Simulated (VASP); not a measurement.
A run of VASP 6.6.1:

INCAR

```
SYSTEM = Zr2Si3
PREC = Accurate
ENCUT = 520
EDIFF = 1E-6
ISMEAR = 0
SIGMA = 0.1
LREAL = .False.
LASPH = .True.
NELM = 150
ALGO = Normal
ISIF = 2
LWAVE = .False.
LCHARG = .False.
ISPIN = 2
MAGMOM = 1 1 0 0 0
LORBIT = 11
LMAXMIX = 4
GGA = PE
NBANDS = 30
```

KPOINTS

```
regular mesh
0
Gamma
  6 6 4
  0 0 0
```

POSCAR

```
Zr2Si3
1.0
    3.7272951966      0.0000000000      0.0000000000
    0.0000000000      3.7272951966      0.0000000000
    0.0000000000      0.0000000000      6.5878844690
Zr Si
2 3
Direct
    0.5000000000      0.0000000000      0.3474521222
    0.0000000000      0.5000000000      0.6525478778
    0.0000000000      0.5000000000      0.2312499075
    0.5000000000      0.0000000000      0.7687500925
    0.5000000000      0.5000000000      0.0000000000
```

Potentials or basis: VASP PAW PBE potentials, release 64 (Zr_sv, Si).

Launch:

```console
$ cat potpaw_PBE.64/Zr_sv/POTCAR potpaw_PBE.64/Si/POTCAR > POTCAR
$ mpirun -np 1 vasp_std > vasp.out
```

Hardware: 1 thread of Intel(R) Xeon(R) Platinum 8559C (Emerald Rapids), with other jobs on the host.

Problem. Estimate the wall time of this run.

Solution. Wall time 70 s on 1 thread of Intel(R) Xeon(R) Platinum 8559C (Emerald Rapids), on a shared host, peak memory 0.28 GiB. Counts: scf iterations 14, k points 30.
